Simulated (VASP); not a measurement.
# NbCuP2 (P4/mmm) in VASP: notebook

Runs on NbCuP2. Level: PBE. Tasks: single point, relaxation of cell and atoms.

All numbers are computed with VASP 6.6.1; they aren't measurements. Logs are shortened: lines on timing, memory, paths and dates and some standing lists are left out, and cuts for length are marked.

## Step 1: The cell of the first run

Symmetry: P4/mmm, No. 123, tetragonal system. Conventional cell: a = 3.617 Å, b = 3.617 Å, c = 3.896 Å, α = 90.00°, β = 90.00°, γ = 90.00°. Nb (site symmetry 4/mmm) has 2 Cu at 1.95 Å and 4 P at 2.56 Å within 2.6 Å. Cu (site symmetry 4/mmm) has 2 Nb at 1.95 Å and 4 P at 2.56 Å within 2.6 Å. Within 2.6 Å of P (site symmetry 4/mmm) lie 2 P at 1.95 Å and 4 Cu at 2.56 Å. P (site symmetry 4/mmm) has 2 P at 1.95 Å and 4 Nb at 2.56 Å within 2.6 Å.

The cell was generated, and may not be a known phase.

## Step 2: Single point, PBE

INCAR reads:

```
PREC = Accurate
ENCUT = 520
EDIFF = 1E-6
ISMEAR = 0
SIGMA = 0.1
LREAL = False
LASPH = True
NELM = 100
ALGO = Normal
ISIF = 2
LWAVE = False
LCHARG = False
GGA = PE
NBANDS = 25
```

KPOINTS reads:

```
regular mesh
0
Gamma
  6 6 4
```

POSCAR reads:

```
NbCuP2
1.0
    3.6170575300      0.0000000000      0.0000000000
    0.0000000000      3.6170575300      0.0000000000
    0.0000000000      0.0000000000      3.8959249700
Nb Cu P
1 1 2
Direct
    0.0000000000      0.0000000000      0.5000000000
    0.0000000000      0.0000000000      0.0000000000
    0.5000000000      0.5000000000      0.0000000000
    0.5000000000      0.5000000000      0.5000000000
```

Potentials or basis: VASP PAW PBE potentials, release 64 (Nb_sv, Cu, P).

Command:

```
$ cat potpaw_PBE.64/Nb_sv/POTCAR potpaw_PBE.64/Cu/POTCAR potpaw_PBE.64/P/POTCAR > POTCAR
$ mpirun -np 1 vasp_std > vasp.out
```

OUTCAR:

```text
PREC = Accurate
   ENCUT = 520
   EDIFF = 1E-6
   ISMEAR = 0
   LREAL = False
   LASPH = True
   NELM = 100
   ISIF = 2
   GGA = PE

 ion  position               nearest neighbor table
   1  0.000  0.000  0.500-   2 1.95   2 1.95   4 2.56   4 2.56   4 2.56   4 2.56
   2  0.000  0.000  0.000-   1 1.95   1 1.95   3 2.56   3 2.56   3 2.56   3 2.56
   3  0.500  0.500  0.000-   4 1.95   4 1.95   2 2.56   2 2.56   2 2.56   2 2.56
   4  0.500  0.500  0.500-   3 1.95   3 1.95   1 2.56   1 2.56   1 2.56   1 2.56

  LATTYP: Found a simple tetragonal cell.
 ALAT       =     3.6170575300
 C/A-ratio  =     1.0770978724

  Lattice vectors:

 A1 = (   3.6170575300,   0.0000000000,   0.0000000000)
 A2 = (   0.0000000000,   3.6170575300,   0.0000000000)
 A3 = (   0.0000000000,   0.0000000000,   3.8959249700)

Analysis of symmetry for initial positions (statically):
=====================================================================
 Subroutine PRICEL returns:
 Original cell was already a primitive cell.

 Routine SETGRP: Setting up the symmetry group for a
 simple tetragonal supercell.

 Subroutine GETGRP returns: Found 16 space group operations
 (whereof 16 operations were pure point group operations)
 out of a pool of 16 trial point group operations.

The static configuration has the point symmetry D_4h.

Analysis of symmetry for dynamics (positions and initial velocities):
=====================================================================
 Subroutine PRICEL returns:
 Original cell was already a primitive cell.

 Routine SETGRP: Setting up the symmetry group for a
 simple tetragonal supercell.

 Subroutine GETGRP returns: Found 16 space group operations
 (whereof 16 operations were pure point group operations)
 out of a pool of 16 trial point group operations.

The dynamic configuration has the point symmetry D_4h.

 Subroutine INISYM returns: Found 16 space group operations
 (whereof 16 operations are pure point group operations),
 and found     1 'primitive' translations

----------------------------------------------------------------------------------------

                                     Primitive cell

  volume of cell :      50.9708

  direct lattice vectors                    reciprocal lattice vectors
     3.617057530  0.000000000  0.000000000     0.276467817  0.000000000  0.000000000
     0.000000000  3.617057530  0.000000000     0.000000000  0.276467817  0.000000000
     0.000000000  0.000000000  3.895924970     0.000000000  0.000000000  0.256678454

  length of vectors
     3.617057530  3.617057530  3.895924970     0.276467817  0.276467817  0.256678454

  position of ions in fractional coordinates (direct lattice)
     0.000000000  0.000000000  0.500000000
     0.000000000  0.000000000  0.000000000
     0.500000000  0.500000000  0.000000000
     0.500000000  0.500000000  0.500000000

  ion indices of the primitive-cell ions
   primitive index   ion index
                 1           1
                 2           2
                 3           3
                 4           4

----------------------------------------------------------------------------------------

 KPOINTS: regular mesh

Automatic generation of k-mesh.
 Grid dimensions read from file:
 generate k-points for:    6    6    4

 Generating k-lattice:

  Cartesian coordinates                     Fractional coordinates (reciprocal lattice)
     0.046077970  0.000000000  0.000000000     0.166666667  0.000000000  0.000000000
     0.000000000  0.046077970  0.000000000     0.000000000  0.166666667  0.000000000
     0.000000000  0.000000000  0.064169614     0.000000000  0.000000000  0.250000000

  Length of vectors
     0.046077970  0.046077970  0.064169614

  Shift w.r.t. Gamma in fractional coordinates (k-lattice)
     0.000000000  0.000000000  0.000000000

 Subroutine IBZKPT returns following result:
 ===========================================

 Found     30 irreducible k-points:

 Following reciprocal coordinates:
            Coordinates               Weight
  0.000000  0.000000  0.000000      1.000000
  0.166667  0.000000  0.000000      4.000000
  0.333333  0.000000  0.000000      4.000000
  0.500000  0.000000  0.000000      2.000000
  0.166667  0.166667  0.000000      4.000000
  0.333333  0.166667  0.000000      8.000000
[... 16 lines left out ...]
  0.333333  0.000000  0.500000      4.000000
  0.500000  0.000000  0.500000      2.000000
 [... further k-points ...]
   k-points           NKPTS =     30   k-points in BZ     NKDIM =     30   number of bands    NBANDS=     25
   number of dos      NEDOS =    301   number of ions     NIONS =      4
   total plane-waves  NPLWV =  23520
   dimension x,y,z NGX =    28 NGY =   28 NGZ =   30
   dimension x,y,z NGXF=    56 NGYF=   56 NGZF=   60
   ions per type =               1   1   2
   NGX,Y,Z   is equivalent  to a cutoff of  12.87, 12.87, 12.80 a.u.
   NGXF,Y,Z  is equivalent  to a cutoff of  25.74, 25.74, 25.60 a.u.
 SYSTEM =  unknown system
[... 36 lines left out ...]
   AEXX    =    0.0000 exact exchange contribution
   IVDW    =     0    specifies the selected vdW correction
   LEPSILON=     F    determine dielectric tensor
   LRPA    =     F    only Hartree local field effects (RPA)
 non-spin polarized calculation
 Gauss-broadening in eV      SIGMA  =   0.10
  energy-cutoff  :      520.00
  volume of cell :       50.97
 maximum number of plane-waves:      1400
 NGX is ok and might be reduce to    28
   NGX = 13   NGY = 13   NGZ = 15

 number of electron      33.9999987 magnetization

 Free energy of the ion-electron system (eV)
  ---------------------------------------------------
  ext. energy  EPLUGINS =         0.00000000
  ---------------------------------------------------
  free energy    TOTEN  =       -16.78173943 eV

  energy without entropy =      -16.77271957  energy(sigma->0) =      -16.77722950

 E-fermi :  12.3624     XC(G=0): -12.5433

 val. band max:       12.3532847813   @ k =   0.1667   0.0000   0.2500
 cond. band min:      12.3797626204   @ k =   0.3333   0.3333   0.0000
 fundamental gap:      0.0264778391
 Fermi energy:        12.3623633343

 k-point     1 :       0.0000    0.0000    0.0000
  band No.  band energies     occupation
      1     -42.9558      2.00000
      2     -19.6168      2.00000
      3     -18.9633      2.00000
      4     -18.9633      2.00000
      5      -4.1651      2.00000
      6       3.7269      2.00000
[... 17 lines left out ...]
     24      19.6826      0.00000
     25      19.7181      0.00000

 k-point     2 :       0.1667    0.0000    0.0000
  band No.  band energies     occupation
      1     -42.9541      2.00000
      2     -19.6140      2.00000
      3     -18.9997      2.00000
      4     -18.9593      2.00000
      5      -3.9575      2.00000
      6       3.5304      2.00000
[... 17 lines left out ...]
     24      18.8628      0.00000
     25      19.1645      0.00000

 k-point     3 :       0.3333    0.0000    0.0000
  band No.  band energies     occupation
      1     -42.9507      2.00000
      2     -19.6084      2.00000
      3     -19.0715      2.00000
      4     -18.9513      2.00000
      5      -3.4810      2.00000
      6       3.2347      2.00000
[... 17 lines left out ...]
     24      18.1434      0.00000
     25      18.4726      0.00000

 k-point     4 :       0.5000    0.0000    0.0000
  band No.  band energies     occupation
      1     -42.9490      2.00000
      2     -19.6056      2.00000
      3     -19.1069      2.00000
      4     -18.9473      2.00000
      5      -3.1974      2.00000
      6       3.0489      2.00000
[... 17 lines left out ...]
     24      17.6341      0.00000
     25      19.8394      0.00000
[... 477 lines left out ...]
 k-point    22 :       0.1667    0.0000    0.5000
  band No.  band energies     occupation
      1     -42.9056      2.00000
      2     -20.0142      2.00000
      3     -19.0158      2.00000
      4     -18.9765      2.00000
      5      -1.7635      2.00000
      6      -1.6448      2.00000
[... 17 lines left out ...]
     24      18.1861      0.00000
     25      19.4791      0.00000

 k-point    23 :       0.3333    0.0000    0.5000
  band No.  band energies     occupation
      1     -42.9023      2.00000
      2     -20.0072      2.00000
      3     -19.0856      2.00000
      4     -18.9687      2.00000
      5      -1.5113      2.00000
      6      -1.1565      2.00000
[... 17 lines left out ...]
     24      19.2002      0.00000
     25      19.4107      0.00000

 k-point    24 :       0.5000    0.0000    0.5000
  band No.  band energies     occupation
      1     -42.9006      2.00000
      2     -20.0037      2.00000
      3     -19.1201      2.00000
      4     -18.9647      2.00000
      5      -1.3683      2.00000
      6      -0.8711      2.00000
[... 17 lines left out ...]
     24      18.8641      0.00000
     25      20.3027      0.00000

 [... further k-points ...]

------------------------ aborting loop because EDIFF is reached ----------------------------------------

  FORCE on cell =-STRESS in cart. coord.  units (eV):
  Direction    XX          YY          ZZ          XY          YZ          ZX
  --------------------------------------------------------------------------------------
  -------------------------------------------------------------------------------------
  Total        3.0385900      3.0385900     67.8118174      0.0000000     -0.0000000      0.0000000
  in kB       95.5127330     95.5127330   2131.5452152      0.0000000     -0.0000000      0.0000000
  external PRESSURE =     774.1902270 kB  Pullay stress =       0.0000000 kB

 VOLUME and BASIS-vectors are now :
 -----------------------------------------------------------------------------
  energy-cutoff  :      520.00
  volume of cell :       50.97
      direct lattice vectors                 reciprocal lattice vectors
     3.617057530  0.000000000  0.000000000     0.276467817  0.000000000  0.000000000
     0.000000000  3.617057530  0.000000000     0.000000000  0.276467817  0.000000000
     0.000000000  0.000000000  3.895924970     0.000000000  0.000000000  0.256678454

 POSITION                                       TOTAL-FORCE (eV/Angst)
 -----------------------------------------------------------------------------------
      0.00000      0.00000      1.94796         0.000000      0.000000      0.000000
      0.00000      0.00000      0.00000         0.000000      0.000000      0.000000
      1.80853      1.80853      0.00000         0.000000      0.000000      0.000000
      1.80853      1.80853      1.94796         0.000000      0.000000      0.000000
 -----------------------------------------------------------------------------------
    total drift:                               -0.000000     -0.000000      0.000000

  FREE ENERGIE OF THE ION-ELECTRON SYSTEM (eV)
  ---------------------------------------------------
  free  energy   TOTEN  =       -16.7817394346 eV

  energy  without entropy=      -16.7727195726  energy(sigma->0) =      -16.77722950
```

Run time: 44 s. Hardware: 1 thread of Intel Xeon Platinum 8375C at 2.90GHz (Ice Lake), shared host; peak memory 0.18 GiB.

Results:

```
Free energy            : -16.7817 eV
Pressure               : 77.4 GPa
Band gap on the k mesh : zero (bands 17 and 18 overlap by 2.34 eV)
```

Stress tensor (GPa, compression positive):
```
  9.55   0.00   0.00
  0.00   9.55   0.00
  0.00   0.00 213.15
```

Levels at points of the mesh, in eV from the Fermi level:
| k point | band 13 | band 14 | band 15 | band 16 | band 17 | band 18 | band 19 | band 20 | band 21 | band 22 |
| --- | --- | --- | --- | --- | --- | --- | --- | --- | --- | --- |
| (0.00, 0.00, 0.00) | -4.83 | -4.83 | -2.47 | -1.95 | -0.48 | 1.40 | 1.40 | 2.50 | 2.50 | 3.41 |
| (0.50, 0.00, 0.00) | -4.98 | -4.06 | -3.34 | 0.92 | 1.44 | 1.49 | 1.70 | 1.93 | 2.01 | 3.20 |
| (0.50, 0.50, 0.00) | -4.97 | -4.07 | -3.57 | 0.13 | 0.13 | 0.41 | 0.41 | 1.93 | 1.99 | 2.95 |
| (0.00, 0.00, 0.50) | -4.24 | -2.80 | -2.30 | -2.30 | -1.53 | -0.67 | -0.63 | 1.17 | 1.46 | 1.46 |
| (0.50, 0.00, 0.50) | -4.95 | -4.23 | -1.70 | -1.58 | -0.85 | -0.64 | 1.33 | 2.30 | 2.35 | 5.57 |
| (0.50, 0.50, 0.50) | -4.83 | -4.09 | -4.09 | -0.50 | -0.44 | 0.17 | 1.78 | 1.78 | 1.82 | 2.13 |

Caveat: the k points lie up to 0.40 Å⁻¹ apart, too coarse for converged energies and pressures of a metal; atoms lie so close that the PAW spheres overlap strongly, which falsifies energies and pressures.

## Step 3: Single point, PBE

This run uses another cell than the first one, of 16.29 Å³/atom.

INCAR reads:

```
SYSTEM = NbCuP2
ALGO     = Normal         ! electronic algorithm
EDIFF    = 1E-7           ! SCF threshold, eV
ENCUT    = 520            ! plane-wave cutoff, eV
GGA      = PE             ! functional
ISIF     = 2              ! what is computed and relaxed
ISMEAR   = 0              ! smearing method
LASPH    = .True.         ! aspherical terms in the spheres
LCHARG   = .False.        ! write CHGCAR
LREAL    = .False.        ! projectors in reciprocal space
LWAVE    = .False.        ! write WAVECAR
NBANDS   = 25             ! bands
NELM     = 60             ! most SCF steps
PREC     = Accurate       ! precision mode
SIGMA    = 0.1            ! smearing width, eV
```

KPOINTS reads:

```
k-points
0
Gamma
  6 6 4
  0 0 0
```

POSCAR reads:

```
NbCuP2
1.0
    3.4786595143      0.0000000000      0.0000000000
    0.0000000000      3.4786595143      0.0000000000
    0.0000000000      0.0000000000      5.3842167634
Nb Cu P
1 1 2
Direct
    0.0000000000      0.0000000000      0.5000000000
    0.0000000000      0.0000000000      0.0000000000
    0.5000000000      0.5000000000      0.0000000000
    0.5000000000      0.5000000000      0.5000000000
```

Potentials or basis: VASP PAW PBE potentials, release 64 (Nb_sv, Cu, P).

Command:

```
$ cat potpaw_PBE.64/Nb_sv/POTCAR potpaw_PBE.64/Cu/POTCAR potpaw_PBE.64/P/POTCAR > POTCAR
$ mpirun -np 1 vasp_std > vasp.out
```

It took 72 s on 1 thread of Intel Xeon Platinum 8375C at 2.90GHz (Ice Lake), shared host; peak memory 0.2 GiB.

Results (log left out):

| Property | Result |
| --- | --- |
| Free energy | -24.0126 eV |
| Pressure | -0.2 GPa |
| Band gap on the k mesh | zero (bands 17 and 18 overlap by 1.91 eV) |

Stress tensor (GPa, compression positive):
```
-0.29  0.00  0.00
 0.00 -0.29  0.00
 0.00  0.00 -0.08
```

Levels at points of the mesh, in eV from the Fermi level:
| k point | band 15 | band 16 | band 17 | band 18 | band 19 | band 20 |
| --- | --- | --- | --- | --- | --- | --- |
| (0.00, 0.00, 0.00) | -1.59 | -0.46 | 0.37 | 0.55 | 0.55 | 0.62 |
| (0.50, 0.00, 0.00) | -2.62 | 0.70 | 1.08 | 1.26 | 1.62 | 2.18 |
| (0.50, 0.50, 0.00) | -2.05 | -2.05 | -1.80 | -0.83 | -0.83 | 1.95 |
| (0.00, 0.00, 0.50) | -1.35 | -1.20 | -0.63 | -0.63 | -0.47 | 1.38 |
| (0.50, 0.00, 0.50) | -2.55 | -1.16 | -0.04 | 0.65 | 1.79 | 1.93 |
| (0.50, 0.50, 0.50) | -2.57 | -0.62 | -0.59 | -0.46 | 0.05 | 0.05 |

## Step 4: Relaxation of cell and atoms, PBE

INCAR reads:

```
  ALGO = Normal
  EDIFF = 1E-6
  EDIFFG = -0.04
  ENCUT = 600
  GGA = PE
  IBRION = 2
  ISIF = 3
  ISMEAR = 0
  LASPH = T
  LCHARG = F
  LREAL = F
  LWAVE = F
  NELM = 60
  NSW = 90
  PREC = Accurate
  SIGMA = 0.1
```

KPOINTS reads:

```
k-points
0
Gamma
  6 6 4
```

POSCAR reads:

```
NbCuP2
1.0
    3.6170575300      0.0000000000      0.0000000000
    0.0000000000      3.6170575300      0.0000000000
    0.0000000000      0.0000000000      3.8959249700
Nb Cu P
1 1 2
Direct
    0.0000000000      0.0000000000      0.5000000000
    0.0000000000      0.0000000000      0.0000000000
    0.5000000000      0.5000000000      0.0000000000
    0.5000000000      0.5000000000      0.5000000000
```

Command:

```
$ cat potpaw_PBE.64/Nb_sv/POTCAR potpaw_PBE.64/Cu/POTCAR potpaw_PBE.64/P/POTCAR > POTCAR
$ mpirun -np 1 vasp_std > vasp.out
```

Run time: 9.2 min. Hardware: 1 thread of Intel Xeon Platinum 8375C at 2.90GHz (Ice Lake), shared host; peak memory 0.21 GiB.

Results (log left out):

| Item | Value |
| --- | --- |
| Free energy | -23.9931 eV |
| Relaxed volume | 16.21 Å³/atom |
| Relaxed cell | a = 3.475 Å, b = 3.475 Å, c = 5.373 Å, α = 90.00°, β = 90.00°, γ = 90.00° |
| Space group after relaxing (to 0.1 Å) | P4/mmm (No. 123) |
| Energy gained by relaxing | 1802.4 meV/atom |
| Ionic steps | 13 |
| Pressure after relaxing | 0.2 GPa |
| Band gap on the k mesh | zero (bands 17 and 18 overlap by 1.92 eV) |

Stress tensor (GPa, compression positive):
```
0.24 0.00 0.00
0.00 0.24 0.00
0.00 0.00 0.11
```

Step by step:
```tsv
step	energy change (eV)	largest force (eV/Å)	pressure (GPa)	volume (Å³)
1	0.0000	0.0000	77.39	50.97
2	-4.1183	0.0000	-22.74	99.55
3	-6.8155	0.0000	-10.88	71.68
4	-6.8269	0.0000	-10.47	71.15
5	-6.8399	0.0000	-8.79	69.70
6	-7.1587	0.0000	6.04	62.06
7	-7.1920	0.0000	1.75	63.64
8	-7.1919	0.0000	1.49	63.75
9	-7.2078	0.0000	0.22	64.67
10	-7.2094	0.0000	-0.39	65.15
11	-7.2094	0.0000	-0.32	65.10
12	-7.2094	0.0000	-0.29	65.07
13	-7.2096	0.0000	0.20	64.86
```

Final structure:
```
CELL_PARAMETERS angstrom
3.47452 0.00000 0.00000
0.00000 3.47452 0.00000
0.00000 0.00000 5.37257
ATOMIC_POSITIONS crystal
Nb 0.00000 0.00000 0.50000
Cu 0.00000 0.00000 0.00000
P 0.50000 0.50000 0.00000
P 0.50000 0.50000 0.50000
```

Levels at points of the mesh, in eV from the Fermi level:
```
           k point  band 13  band 14  band 15  band 16  band 17  band 18  band 19  band 20  band 21
(0.00, 0.00, 0.00)    -2.74    -1.60    -1.60    -0.47     0.38     0.56     0.56     0.63     0.63
(0.50, 0.00, 0.00)    -3.15    -2.73    -2.63     0.69     1.09     1.27     1.63     2.19     2.87
(0.50, 0.50, 0.00)    -2.77    -2.20    -2.04    -2.04    -1.81    -0.83    -0.83     1.96     2.19
(0.00, 0.00, 0.50)    -2.89    -1.36    -1.36    -1.20    -0.62    -0.62    -0.48     1.39     1.39
(0.50, 0.00, 0.50)    -3.04    -2.69    -2.55    -1.17    -0.04     0.65     1.81     1.94     2.41
(0.50, 0.50, 0.50)    -2.64    -2.64    -2.58    -0.63    -0.60    -0.46     0.05     0.05     0.11
```

Caveat: the k points lie up to 0.30 Å⁻¹ apart in the final cell, too coarse for converged energies and pressures of a metal; the volume moved by over 15 % at a fixed basis, so the end points are rough; the highest band is partly filled, so the run has too few bands.

## Step 5: The runs side by side

| task | cell | cutoff (eV) | gap on the mesh (eV) | pressure (GPa) |
| --- | --- | --- | --- | --- |
| single point | a = 3.617, b = 3.617, c = 3.896 Å, 4 atoms | 520 | none | 77.4 |
| single point | a = 3.479, b = 3.479, c = 5.384 Å, 4 atoms | 520 | none | -0.2 |
| relaxation of cell and atoms | relaxed from a = 3.617, b = 3.617, c = 3.896 Å, 4 atoms | 600 | none | 0.2 |

Alike in all rows: level PBE; potentials or basis VASP PAW PBE potentials, release 64 (Nb_sv, Cu, P); no spin polarisation; k mesh 6 × 6 × 4; smearing gaussian 0.1 eV.

Caveats: some runs use coarse meshes; atoms lie so close that the PAW spheres overlap strongly, which falsifies energies and pressures (at least some runs); the volume moved by over 15 % at a fixed basis, so the end points are rough (at least some runs); the highest band is partly filled, so the run has too few bands (at least some runs).

Absolute energies hang on the potentials; compare differences alone.

The gap in the log of VASP goes by the Fermi energy; the results here count the filled bands.